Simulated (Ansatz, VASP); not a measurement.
## Sb in VASP and in Ansatz

```
Sb
1.0
     2.91084    0.00000    0.00000
    -1.45542    2.52086    0.00000
     0.00000    0.00000    4.75876
Sb
2
Direct
  0.33333 0.66667 0.25000
  0.66667 0.33333 0.75000
```

Change from the starting cell: volume scaled by 0.68, LAPW.

Alike in both runs: task single point; functional LDA; k mesh 14 × 14 × 8; occupations fermi-dirac, width 0.05 eV; no spin polarisation.

|  | VASP | Ansatz |
| --- | --- | --- |
| version | VASP 6.6.1 | Ansatz 0.2.0 |
| potentials or method | VASP PAW LDA potentials, release 64 (Sb), cutoff 520 eV | all-electron LAPW, scalar-relativistic |

```tsv
	VASP	Ansatz	Ansatz less VASP
pressure (GPa)	68.1	66.0	-2.12
traceless stress, the component that is largest in VASP (GPa)	-0.02	0.09	+0.108
```

LDA's correlation is that of Perdew and Zunger in VASP and of Perdew and Wang (1992) in Ansatz. Both programs put the cell under a high pressure, so it lies far from rest at this level. Ansatz ran all-electron here, and VASP with PAW potentials.

Spin-orbit coupling is off throughout. Noted on VASP's run: the cell as given lies far from equilibrium.
